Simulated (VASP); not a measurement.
Wanted: the native input for a VASP 6.6.1 run.

- Task: single point
- Functional: PBE
- Potentials or basis: VASP PAW PBE potentials, release 64 (Al)
- Cutoff: 500 eV
- k mesh: 14 × 14 × 14
- Occupations: fermi-dirac, width 0.0612256 eV
- Spin: no spin polarisation
- Dipole correction: no
- Further INCAR settings: ALGO = Normal; EDIFF = 1e-06; NBANDS = 8

The structure of Al lies in POSCAR:

```
Al
1.0
    2.6665545293      0.0000000000      0.0000000000
    0.0000000000      2.6665545293      0.0000000000
    0.0000000000      0.0000000000      2.6665545293
Al
1
Direct
    0.0000000000      0.0000000000      0.0000000000
```

This isn't the form of Al at room conditions, which is fcc.

The input as run:

INCAR

```
PREC = Accurate
ENCUT = 500
EDIFF = 1E-6
ISMEAR = -1
SIGMA = 0.06122561905347299
LREAL = F
LASPH = T
NELM = 120
ALGO = Normal
ISIF = 2
LWAVE = F
LCHARG = F
GGA = PE
NBANDS = 8
GGA_COMPAT = F
```

KPOINTS

```
Automatic mesh
0
Gamma
  14 14 14
```

Potentials or basis: VASP PAW PBE potentials, release 64 (Al).

Launch:

```console
$ cat potpaw_PBE.64/Al/POTCAR > POTCAR
$ mpirun -np 1 vasp_std > vasp.out
```

Results of the run:

| Item | Value |
| --- | --- |
| Pressure | 4.1 GPa |
| Band gap on the k mesh | zero (an odd number of electrons rules out a gap without spin polarisation) |

Caveat: the cell stands under pressure.

Run time: 7.1 s on 1 thread of AMD EPYC 7R13 Processor (Zen 3) (shared host), peak memory 0.1 GiB.
